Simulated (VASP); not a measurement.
Set up this calculation in VASP 6.6.1, as the native input.

- Task: relaxation of cell and atoms
- Functional: PBE
- Potentials or basis: VASP PAW PBE potentials, release 64 (Sn_d, P, W_sv)
- Cutoff: 600 eV
- k mesh: 6 × 6 × 4
- Occupations: gaussian, width 0.1 eV
- Spin: no spin polarisation
- Dipole correction: no
- Further INCAR settings: ALGO = Normal; EDIFF = 1e-06; IBRION = 2; EDIFFG = -0.04; NSW = 90; ISIF = 3

The structure of Sn2PW3 lies in POSCAR:

```
Sn2PW3
1.0
    5.4363696381      0.0000000000      0.0000000000
   -2.7181848190      4.7080342109      0.0000000000
    0.0000000000      0.0000000000      4.7703520923
Sn P W
2 1 3
Direct
    0.6666666667      0.3333333333      0.0000000000
    0.3333333333      0.6666666667      0.0000000000
    0.0000000000      0.0000000000      0.0000000000
    0.5000000000      0.5000000000      0.5000000000
    0.5000000000      0.0000000000      0.5000000000
    0.0000000000      0.5000000000      0.5000000000
```

The cell was built from a structure type or drawn by symmetry, and may not be a known phase.

These files were run (other wordings do the same):

INCAR

```
  PREC = Accurate
  ENCUT = 600
  EDIFF = 1E-6
  ISMEAR = 0
  SIGMA = 0.1
  LREAL = False
  LASPH = True
  NELM = 100
  ALGO = Normal
  ISIF = 3
  LWAVE = False
  LCHARG = False
  GGA = PE
  IBRION = 2
  NSW = 90
  EDIFFG = -0.04
```

KPOINTS

```
Automatic mesh
0
Gamma
  6 6 4
```

Potentials or basis: VASP PAW PBE potentials, release 64 (Sn_d, P, W_sv).

Launch:

```sh
$ cat potpaw_PBE.64/Sn_d/POTCAR potpaw_PBE.64/P/POTCAR potpaw_PBE.64/W_sv/POTCAR > POTCAR
$ mpirun -np 1 vasp_std > vasp.out
```

Results of the run:

```
Relaxed volume                        : 20.30 Å³/atom
Relaxed cell                          : a = 5.456 Å, b = 5.456 Å, c = 4.725 Å, α = 90.00°, β = 90.00°, γ = 120.00°
Space group after relaxing (to 0.1 Å) : P6/mmm (No. 191)
Energy gained by relaxing             : 1.7 meV/atom
Ionic steps                           : 3
Pressure after relaxing               : 0.2 GPa
Band gap on the k mesh                : zero (an odd number of electrons rules out a gap without spin polarisation)
```

Caveat: spin-orbit coupling is left out, which moves the levels of the heavy elements.

Wall time 3.4 min on 1 thread of Intel(R) Xeon(R) Platinum 8488C (Sapphire Rapids), with other jobs on the host, peak memory 0.37 GiB.
